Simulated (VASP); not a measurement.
# MnCrSb (P6_3/mmc) in VASP: further runs

Runs on MnCrSb. Level: PBE. Tasks: single point.

All numbers are computed with VASP 6.6.1; they aren't measurements. Logs are shortened: lines on timing, memory, paths and dates and some standing lists are left out, and cuts for length are marked.

**1. The cell of the first run**

The structure is hexagonal, space group P6_3/mmc (No. 194). Conventional cell: a = 4.545 Å, b = 4.545 Å, c = 5.538 Å, α = 90.00°, β = 90.00°, γ = 120.00°. Mn (site symmetry -3m) has 2 Mn at 2.77 Å and 6 Cr at 2.97 Å and 6 Sb at 2.97 Å within 3.6 Å. Cr (site symmetry -6m2) has 5 Sb at 2.62 to 2.77 Å and 6 Mn at 2.97 Å within 3.5 Å. Sb (site symmetry -6m2) has 5 Cr at 2.62 to 2.77 Å and 6 Mn at 2.97 Å within 3.5 Å.

**2. Single point, PBE**

File INCAR:

```
ALGO = Fast
EDIFF = 1E-6
ENCUT = 520
GGA = PE
ISIF = 2
ISMEAR = 0
LASPH = True
LCHARG = False
LREAL = False
LWAVE = False
NBANDS = 39
NELM = 60
PREC = Accurate
SIGMA = 0.1
```

File KPOINTS:

```
k-points
0
Gamma
  12 12 6
```

File POSCAR:

```
MnCrSb
1.0
    4.5450843437      0.0000000000      0.0000000000
   -2.2725421718      3.9361585040      0.0000000000
    0.0000000000      0.0000000000      5.5382730000
Mn Cr Sb
2 2 2
Direct
    0.0000000000      0.0000000000      0.0000000000
    0.0000000000      0.0000000000      0.5000000000
    0.6666666667      0.3333333333      0.2500000000
    0.3333333333      0.6666666667      0.7500000000
    0.6666666667      0.3333333333      0.7500000000
    0.3333333333      0.6666666667      0.2500000000
```

Potentials or basis: VASP PAW PBE potentials, release 64 (Mn_pv, Cr_pv, Sb).

The run is started by

```
$ cat potpaw_PBE.64/Mn_pv/POTCAR potpaw_PBE.64/Cr_pv/POTCAR potpaw_PBE.64/Sb/POTCAR > POTCAR
$ mpirun -np 1 vasp_std > vasp.out
```

OUTCAR:

```text
EDIFF = 1E-6
   ENCUT = 520
   GGA = PE
   ISIF = 2
   ISMEAR = 0
   LASPH = True
   LREAL = False
   NELM = 60
   PREC = Accurate

 ion  position               nearest neighbor table
   1  0.000  0.000  0.000-   2 2.77   2 2.77   4 2.97   5 2.97   6 2.97   3 2.97   4 2.97   6 2.97
                             3 2.97   5 2.97   3 2.97   5 2.97   4 2.97   6 2.97
   2  0.000  0.000  0.500-   1 2.77   1 2.77   4 2.97   5 2.97   6 2.97   3 2.97   4 2.97   6 2.97
                             3 2.97   5 2.97   3 2.97   5 2.97   4 2.97   6 2.97
   3  0.667  0.333  0.250-   6 2.62   6 2.62   6 2.62   5 2.77   5 2.77   1 2.97   2 2.97   1 2.97
                             2 2.97   1 2.97   2 2.97
   4  0.333  0.667  0.750-   5 2.62   5 2.62   5 2.62   6 2.77   6 2.77   1 2.97   2 2.97   2 2.97
                             1 2.97   2 2.97   1 2.97
   5  0.667  0.333  0.750-   4 2.62   4 2.62   4 2.62   3 2.77   3 2.77   1 2.97   2 2.97   1 2.97
                             2 2.97   1 2.97   2 2.97
   6  0.333  0.667  0.250-   3 2.62   3 2.62   3 2.62   4 2.77   4 2.77   1 2.97   2 2.97   2 2.97
                             1 2.97   2 2.97   1 2.97

  LATTYP: Found a hexagonal cell.
 ALAT       =     4.5450843437
 C/A-ratio  =     1.2185193016

  Lattice vectors:

 A1 = (   4.5450843437,   0.0000000000,   0.0000000000)
 A2 = (  -2.2725421718,   3.9361585040,   0.0000000000)
 A3 = (   0.0000000000,   0.0000000000,   5.5382730000)

Analysis of symmetry for initial positions (statically):
=====================================================================
 Subroutine PRICEL returns:
 Original cell was already a primitive cell.

 Routine SETGRP: Setting up the symmetry group for a
 hexagonal supercell.

 Subroutine GETGRP returns: Found 24 space group operations
 (whereof 12 operations were pure point group operations)
 out of a pool of 24 trial point group operations.

The static configuration has the point symmetry D_3d.
 The point group associated with its full space group is D_6h.

Analysis of symmetry for dynamics (positions and initial velocities):
=====================================================================
 Subroutine PRICEL returns:
 Original cell was already a primitive cell.

 Routine SETGRP: Setting up the symmetry group for a
 hexagonal supercell.

 Subroutine GETGRP returns: Found 24 space group operations
 (whereof 12 operations were pure point group operations)
 out of a pool of 24 trial point group operations.

The dynamic configuration has the point symmetry D_3d.
 The point group associated with its full space group is D_6h.
[... 106 lines left out ...]
   NELM   =     60;   NELMIN=  2; NELMDL= -5     # of ELM steps
   EDIFF  = 0.1E-05   stopping-criterion for ELM
   LREAL  =      F    real-space projection
   EDIFFG = 0.1E-04   stopping-criterion for IOM
   NSW    =      0    number of steps for IOM
   IBRION =     -1    ionic relax: 0-MD 1-quasi-New 2-CG
   NFREE  =      0    steps in history (QN), initial steepest desc. (CG)
   ISIF   =      2    stress and relaxation
   ISYM   =      2    0-nonsym 1-usesym 2-fastsym
   POTIM  = 0.5000    time-step for ionic-motion
   TEBEG  =    0.0;   TEEND  =   0.0 temperature during run
   PSTRESS=    0.0 pullay stress
   NELECT =      60.0000    total number of electrons
   NUPDOWN=      -1.0000    fix difference up-down
   EMIN   =  10.00;   EMAX   =-10.00  energy-range for DOS
   EFERMI =   0.00;   METHOD = LEGACY
   ISMEAR =     0;   SIGMA  =   0.10  broadening in eV -4-tet -1-fermi 0-gaus
   EFERMI_NEDOS =   21; number of points for ismear=-14 and -15
   IALGO  =     68    algorithm
   IMIX   =      4    mixing-type and parameters
     AMIX     =   0.40;   BMIX     =  1.00
     AMIX_MAG =   1.60;   BMIX_MAG =  1.00
  volume/ion in A,a.u.               =      16.51       111.44
  Fermi-wavevector in a.u.,A,eV,Ry     =   1.385040  2.617346 26.100540  1.918336
  Thomas-Fermi vector in A             =   2.509488
   LORBIT       =      0    0 simple, 1 ext, 2 COOP (PROOUT), +10 PAW based schemes
   GGA     = PE    functional components
   LHFCALC =     F    Hartree Fock is set to
   AEXX    =    0.0000 exact exchange contribution
   IVDW    =     0    specifies the selected vdW correction
   LEPSILON=     F    determine dielectric tensor
   LRPA    =     F    only Hartree local field effects (RPA)
 non-spin polarized calculation
 RMM-DIIS sequential band-by-band and
 Gauss-broadening in eV      SIGMA  =   0.10
  energy-cutoff  :      520.00
  volume of cell :       99.08
 maximum number of plane-waves:      2715
 NGX is ok and might be reduce to    36
   NGX = 17   NGY = 17   NGZ = 21

 number of electron      59.9999999 magnetization

 Free energy of the ion-electron system (eV)
  ---------------------------------------------------
  ext. energy  EPLUGINS =         0.00000000
  ---------------------------------------------------
  free energy    TOTEN  =       -40.81559715 eV

  energy without entropy =      -40.68594547  energy(sigma->0) =      -40.75077131

 E-fermi :   9.6046     XC(G=0): -11.9373

 val. band max:        9.6044009121   @ k =   0.2500   0.1667   0.3333
 cond. band min:       9.6046080294   @ k =   0.3333   0.0833   0.0000
 fundamental gap:      0.0002071172
 Fermi energy:         9.6045739142

 k-point     1 :       0.0000    0.0000    0.0000
  band No.  band energies     occupation
      1     -38.2510      2.00000
      2     -38.1986      2.00000
      3     -38.1986      2.00000
      4     -38.1853      2.00000
      5     -38.1853      2.00000
      6     -38.1202      2.00000
[... 997 lines left out ...]
     38      11.2155      0.00000
     39      11.8048      0.00000

 [... further k-points ...]
[... 5 lines left out ...]
  --------------------------------------------------------------------------------------
  -------------------------------------------------------------------------------------
  Total       -7.4380242     -7.4380242    -12.9020555     -0.0000000      0.0000000      0.0000000
  in kB     -120.2760857   -120.2760857   -208.6318465     -0.0000000      0.0000000      0.0000000
  external PRESSURE =    -149.7280060 kB  Pullay stress =       0.0000000 kB

 VOLUME and BASIS-vectors are now :
 -----------------------------------------------------------------------------
  energy-cutoff  :      520.00
  volume of cell :       99.08
      direct lattice vectors                 reciprocal lattice vectors
     4.545084344  0.000000000  0.000000000     0.220017919  0.127027405  0.000000000
    -2.272542172  3.936158504  0.000000000     0.000000000  0.254054810  0.000000000
     0.000000000  0.000000000  5.538273000     0.000000000  0.000000000  0.180561702

 POSITION                                       TOTAL-FORCE (eV/Angst)
 -----------------------------------------------------------------------------------
      0.00000      0.00000      0.00000        -0.000000      0.000000      0.000000
      0.00000      0.00000      2.76914        -0.000000      0.000000      0.000000
      2.27254      1.31205      1.38457         0.000000      0.000000     -0.000000
     -0.00000      2.62411      4.15370        -0.000000      0.000000     -0.000000
      2.27254      1.31205      4.15370        -0.000000      0.000000      0.000000
     -0.00000      2.62411      1.38457         0.000000     -0.000000      0.000000
 -----------------------------------------------------------------------------------
    total drift:                               -0.000000      0.000000     -0.000000

  FREE ENERGIE OF THE ION-ELECTRON SYSTEM (eV)
  ---------------------------------------------------
  free  energy   TOTEN  =       -40.8155971483 eV

  energy  without entropy=      -40.6859454750  energy(sigma->0) =      -40.75077131
```

stdout:

```text
POSCAR found type information on POSCAR MnCrSb
 POSCAR found :  3 types and       6 ions
 scaLAPACK will be used
 LDA part: xc-table for (Slater+PW92), standard interpolation
 POSCAR, INCAR and KPOINTS ok, starting setup
 FFT: planning ... GRIDC
 FFT: planning ... GRID_SOFT
 FFT: planning ... GRID
 WAVECAR not read
 entering main loop
```

Run time: 12 min. Hardware: 1 thread of Oxide Virtual Turin-like, shared host; peak memory 0.38 GiB.

What came out:

```yaml
Free_energy: -40.8156 eV
Pressure: -15.0 GPa
Band_gap_on_the_k_mesh: zero (band 30 reaches 9.85 eV, above the bottom of band 31 at 9.50 eV)
```

Caveat: spin-orbit coupling is left out, which moves the levels of the heavy elements. Spin polarisation is off, so any magnetic state and its effect on volume and gap are missing.

[end of part 1 of 2]
